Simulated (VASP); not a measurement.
Set up this calculation in VASP 6.6.1, as the native input.

| Item | Value |
| --- | --- |
| Task | relaxation of cell and atoms |
| Functional | PBEsol |
| Potentials or basis | VASP PAW PBE potentials, release 64 (Al, Co) |
| Cutoff | 600 eV |
| k mesh | 14 × 14 × 14 |
| Occupations | gaussian, width 0.1 eV |
| Spin | no spin polarisation |
| Target pressure | -2 GPa |
| Dipole correction | no |
| Further INCAR settings | ALGO = Normal; EDIFF = 1e-07; IBRION = 2; EDIFFG = -0.008; NSW = 70; ISIF = 3 |

The structure of AlCo lies in POSCAR:

```
AlCo
1.0
    2.8408008352      0.0000000000      0.0000000000
    0.0000000000      2.8408008352      0.0000000000
    0.0000000000      0.0000000000      2.8408008352
Al Co
1 1
Direct
    0.0000000000      0.0000000000      0.0000000000
    0.5000000000      0.5000000000      0.5000000000
```

One way to write it, as run:

INCAR

```
SYSTEM = AlCo
  ALGO = Normal
  EDIFF = 1E-7
  EDIFFG = -0.008
  ENCUT = 600
  GGA = PS
  IBRION = 2
  ISIF = 3
  ISMEAR = 0
  LASPH = .True.
  LCHARG = .False.
  LREAL = .False.
  LWAVE = .False.
  NELM = 80
  NSW = 70
  PREC = Accurate
  PSTRESS = -20.0
  SIGMA = 0.1
```

KPOINTS

```
k-points
0
Gamma
  14 14 14
  0 0 0
```

Potentials or basis: VASP PAW PBE potentials, release 64 (Al, Co).

Launch:

```console
$ cat potpaw_PBE.64/Al/POTCAR potpaw_PBE.64/Co/POTCAR > POTCAR
$ mpirun -np 1 vasp_std > vasp.out
```

Results of the run:

```
Relaxed volume                                         : 11.36 Å³/atom
Relaxed cell                                           : a = 2.833 Å, b = 2.833 Å, c = 2.833 Å, α = 90.00°, β = 90.00°, γ = 90.00°
Space group after relaxing (to 0.05 Å)                 : Pm-3m (No. 221)
Energy change on relaxing (the enthalpy is what falls) : -1.7 meV/atom
Ionic steps                                            : 3
Pressure after relaxing                                : -2.0 GPa
Band gap on the k mesh                                 : zero (band 6 reaches 13.06 eV, above the bottom of band 7 at 10.43 eV)
```

Caveat: the cell is relaxed towards a set pressure, so the enthalpy falls and the energy may rise; the PAW data sets were made with another functional, which shifts forces and pressure a little.

Wall time 70 s on 1 thread of AMD EPYC 7R13, on a shared host, peak memory 0.15 GiB.
